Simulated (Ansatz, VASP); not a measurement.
**MgMo: VASP beside Ansatz**

```xyz
2
Lattice="1.3794 -0.7964 4.7775 0.0000 1.5927 4.7775 -1.3794 -0.7964 4.7775" Properties=species:S:1:pos:R:3 pbc="T T T"
Mg    0.0000    0.0000    0.0000
Mo    0.0000    0.0000    7.1663
```

Change from the starting cell: volume scaled by 0.9405, crystal datasets.

Alike in both runs: task electric field gradients; functional PBEsol; k mesh 13 × 13 × 13; occupations fermi-dirac, width 0.03 eV; no spin polarisation.

|  | VASP | Ansatz |
| --- | --- | --- |
| version | VASP 6.6.1 | Ansatz 0.2.0 |
| potentials or method | VASP PAW PBE potentials, release 64 (Mg, Mo_sv), cutoff 520 eV | all-electron PAW with datasets made for the crystal, scalar-relativistic |

|  | VASP | Ansatz | Ansatz less VASP |
| --- | --- | --- | --- |
| pressure (GPa) | 9.3 | 9.0 | -0.37 |
| traceless stress, the component that is largest in VASP (GPa) | -1.22 | -1.10 | +0.116 |
| size of Vzz on the site where it differs most (V/Å²) | 13.8 | 19.0 | +5.24 |

VASP's potentials were made for PBE, not for PBEsol. Ansatz ran all-electron here, and VASP with PAW potentials.
